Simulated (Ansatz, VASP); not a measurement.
MgS in VASP and in Ansatz

INCAR

```
PREC = Accurate
ENCUT = 520
EDIFF = 1E-7
ISMEAR = 0
SIGMA = 0.02
LREAL = F
LASPH = T
NELM = 120
ALGO = Normal
ISIF = 2
LWAVE = F
LCHARG = F
GGA = CA
IBRION = 2
NSW = 60
EDIFFG = -0.002
GGA_COMPAT = F
NELMIN = 4
```

The input KPOINTS:

```
Automatic mesh
0
Gamma
  6 6 6
```

POSCAR

```
MgS
1.0
    0.0000000000      2.8248987398      2.7550644647
    2.8248987398      0.0000000000      2.7550644647
    2.8248987398      2.8248987398      0.0000000000
Mg S
1 1
Direct
    0.0000000000      0.0000000000      0.0000000000
    0.2500000000      0.2500000000      0.2500000000
```

Input for Ansatz:

```yaml
crystal:
  lattice:
    - [0.0, 2.8248987351, 2.7550644785]
    - [2.8248987351, 0.0, 2.7550644785]
    - [2.8248987351, 2.8248987351, 0.0]
  atoms:
    - { symbol: Mg, position: [0.0, 0.0, 0.0] }
    - { symbol: S, position: [0.25, 0.25, 0.25] }
basis:
  ecutwfc: 420
kpoints:
  mp_grid: { grid: [6, 6, 6] }
hamiltonian:
  xc: lda
  pseudopotentials: { kind: paw, azcp: { folder: soft_1 } }
scf:
  occupations: { method: gaussian, width: 0.02 }
output:
  forces: true
  stress: true
  eigenvalues: true
relax:
  adjacent_minimum: "off"
  f_tol: 0.002
  max_steps: 40
```

Change from the starting cell: strained cell.

Alike in both runs: task relaxation of the atoms; functional LDA; k mesh 6 × 6 × 6; occupations gaussian, width 0.02 eV; no spin polarisation.

|  | VASP | Ansatz |
| --- | --- | --- |
| version | VASP 6.6.1 | Ansatz 0.2.0 |
| potentials or method | VASP PAW LDA potentials, release 64 (Mg, S), cutoff 520 eV | scalar-relativistic, plane waves, PAW |
| valence electrons in the cell | 8 | 16 |

|  | VASP | Ansatz | Ansatz less VASP |
| --- | --- | --- | --- |
| gap on the k mesh at the Fermi level, each at its own relaxed structure (eV) | 3.31 | 3.30 | -0.012 |

Ansatz warns that its potentials were made for another functional, while VASP's fit it. LDA's correlation is that of Perdew and Zunger in VASP and of Perdew and Wang (1992) in Ansatz. VASP's potentials hold 8 valence electrons a cell and Ansatz's 16, so a difference there can come from the potentials and not from the codes. Ansatz's warnings: stress scf threshold loose.

Noted on VASP's run: the relaxation stopped at its first step, so nothing moved.
